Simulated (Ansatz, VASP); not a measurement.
# MgB2: VASP beside Ansatz

```
Mg B
1.0
     3.08500    0.00000    0.00000
    -1.54250    2.67169    0.00000
     0.00000    0.00000    3.52300
Mg B
1 2
Direct
  0.99027 0.99869 0.00095
  0.35032 0.67676 0.50552
  0.67155 0.32619 0.49234
```

Alike in both runs: task single point; functional PBE; k mesh 5 × 5 × 4; no spin polarisation.

|  | VASP | Ansatz |
| --- | --- | --- |
| version | VASP 6.6.1 | Ansatz 0.2.0 |
| potentials or method | VASP PAW PBE potentials, release 64 (Mg, B) | plane waves, PAW |
| plane-wave cutoff (eV) | 600 | 420 |
| occupations | fermi-dirac, width 0.1 eV | fermi-dirac |
| valence electrons in the cell | 8 | 16 |

|  | VASP | Ansatz | Ansatz less VASP |
| --- | --- | --- | --- |
| rms of the force components (eV/Å) | 0.358 | 0.356 | -0.0023 |

Atom by atom the forces differ by 0.003 eV/Å (rms over components). VASP's potentials hold 8 valence electrons a cell and Ansatz's 16, so a difference there can come from the potentials and not from the codes.

The k mesh is coarse, so the values compare programs but aren't converged.
